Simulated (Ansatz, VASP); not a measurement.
**One calculation of Sr2O, two programs**

```
Sr O
1.0
     4.91527    0.00000    0.00000
    -2.45763    4.25675    0.00000
     0.00000    0.00000    4.02293
Sr O
2 1
Direct
  0.33333 0.66667 0.00000
  0.66667 0.33333 0.00000
  0.00000 0.00000 0.00000
```

Alike in both runs: task single point; functional PBE; k mesh 6 × 6 × 4; occupations gaussian, width 0.1 eV; collinear spin.

```csv
,VASP,Ansatz
version,VASP 6.6.1,Ansatz 0.2.0
potentials or method,"VASP PAW PBE potentials, release 64 (Sr_sv, O), cutoff 520 eV","scalar-relativistic, plane waves, PAW"
valence electrons in the cell,26,26
```

|  | VASP | Ansatz | Ansatz less VASP |
| --- | --- | --- | --- |
| gap on the k mesh at the Fermi level (eV) | none | none | - |
| pressure (GPa) | 0.3 | 0.1 | -0.21 |
| traceless stress, the component that is largest in VASP (GPa) | -0.23 | -0.03 | +0.207 |
| net moment per atom (μB) | 0.00 | 0.00 | -0.001 |

A gap of «none» marks a metal or a gap that the smearing closes. Ansatz's warnings: seeded moment not kept.

The k mesh is coarse, so the values compare programs but aren't converged.
